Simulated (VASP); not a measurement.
Set up this calculation in VASP 6.6.1, as the native input.

| Property | Result |
| --- | --- |
| Task | single point |
| Functional | LDA |
| Potentials or basis | VASP PAW LDA potentials, release 64 (Tl_d) |
| Cutoff | 520 eV |
| k mesh | 9 × 9 × 3 |
| Occupations | fermi-dirac, width 0.05 eV |
| Spin | no spin polarisation |
| Dipole correction | no |
| Further INCAR settings | ALGO = Normal; EDIFF = 1e-07; NBANDS = 34 |

The structure of Tl lies in POSCAR:

```
Tl
1.0
    3.5086375776      0.0000000000      0.0000000000
   -1.7543187888      3.0385692748      0.0000000000
    0.0000000000      0.0000000000     11.2656046300
Tl
4
Direct
    0.6666666667      0.3333333333      0.7500000000
    0.0000000000      0.0000000000      0.5000000000
    0.3333333333      0.6666666667      0.2500000000
    0.0000000000      0.0000000000      0.0000000000
```

One way to write it, as run:

INCAR

```
  ALGO = Normal
  EDIFF = 1E-7
  ENCUT = 520
  ISIF = 2
  ISMEAR = -1
  LASPH = True
  LCHARG = False
  LREAL = False
  LWAVE = False
  NBANDS = 34
  NELM = 60
  PREC = Accurate
  SIGMA = 0.05
```

KPOINTS

```
k-points
0
Gamma
  9 9 3
```

Potentials or basis: VASP PAW LDA potentials, release 64 (Tl_d).

Run with:

```console
$ cat potpaw_LDA.64/Tl_d/POTCAR > POTCAR
$ mpirun -np 1 vasp_std > vasp.out
```

It gave:

* Pressure: -3.3 GPa
* Band gap on the k mesh: zero (bands 26 and 27 overlap by 4.12 eV)

Caveat: the cell stands under tension; spin-orbit coupling is left out, which moves the levels of the heavy elements.

Wall time 2.2 min on 1 thread of Intel Xeon 8259CL, on a shared host, peak memory 0.23 GiB.
